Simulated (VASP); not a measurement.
Set up this calculation in VASP 6.6.1, as the native input.

* Task: single point
* Functional: PBEsol
* Dispersion: D3(BJ)
* Potentials or basis: VASP PAW PBE potentials, release 64 (Re)
* Cutoff: 520 eV
* k mesh: 11 × 11 × 6
* Occupations: fermi-dirac, width 0.05 eV
* Spin: no spin polarisation
* Dipole correction: no
* Further INCAR settings: ALGO = Normal; EDIFF = 1e-06; NBANDS = 14

The structure of Re lies in POSCAR:

```
Re
1.0
    2.7322414030      0.0000000000      0.0000000000
   -1.3661207015      2.3661904643      0.0000000000
    0.0000000000      0.0000000000      4.4141859780
Re
2
Direct
    0.6666666667      0.3333333333      0.7500000000
    0.3333333333      0.6666666667      0.2500000000
```

One way to write it, as run:

INCAR

```
PREC = Accurate ; ENCUT = 520
EDIFF = 1E-6 ; ISMEAR = -1
SIGMA = 0.05 ; LREAL = F
LASPH = T ; NELM = 60
ALGO = Normal ; ISIF = 2
LWAVE = F ; LCHARG = F
GGA = PS ; IVDW = 12
NBANDS = 14
```

KPOINTS

```
Automatic mesh
0
Gamma
  11 11 6
```

Potentials or basis: VASP PAW PBE potentials, release 64 (Re).

The run is started by

```console
$ cat potpaw_PBE.64/Re/POTCAR > POTCAR
$ mpirun -np 1 vasp_std > vasp.out
```

It gave:

| Item | Value |
| --- | --- |
| Pressure | 0.3 GPa |
| Band gap on the k mesh | zero (bands 7 and 8 overlap by 3.24 eV) |
| Dispersion energy per atom | -0.708 eV |

Caveat: the PAW data sets were made with another functional, which shifts forces and pressure a little; spin-orbit coupling is left out, which moves the levels of the heavy elements.

Wall time 11 s on 1 thread of Intel(R) Xeon(R) 6975P-C (Granite Rapids), on a shared host, peak memory 0.16 GiB.
